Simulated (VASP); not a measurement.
Input of a VASP 6.6.1 run:

Contents of INCAR:

```
PREC     = Accurate       # precision mode
ENCUT    = 520            # plane-wave cutoff, eV
EDIFF    = 1E-6           # SCF threshold, eV
ISMEAR   = 0              # smearing method
SIGMA    = 0.1            # smearing width, eV
LREAL    = False          # projectors in reciprocal space
LASPH    = True           # aspherical terms in the spheres
NELM     = 60             # most SCF steps
ALGO     = Normal         # electronic algorithm
ISIF     = 2              # what is computed and relaxed
LWAVE    = False          # write WAVECAR
LCHARG   = False          # write CHGCAR
GGA      = PS             # functional
NBANDS   = 14             # bands
```

The input KPOINTS:

```
Automatic mesh
0
Gamma
  10 10 10
```

File POSCAR:

```
Bi
1.0
   -2.0160481300      2.0160481300      2.0160481300
    2.0160481300     -2.0160481300      2.0160481300
    2.0160481300      2.0160481300     -2.0160481300
Bi
1
Direct
    0.0000000000      0.0000000000      0.0000000000
```

Potentials or basis: VASP PAW PBE potentials, release 64 (Bi_d).

Command:

```bash
$ cat potpaw_PBE.64/Bi_d/POTCAR > POTCAR
$ mpirun -np 1 vasp_std > vasp.out
```

(1) Predict the pressure.

Results:

(1) -4.3 GPa.

Caveat: the PAW data sets were made with another functional, which shifts forces and pressure a little.
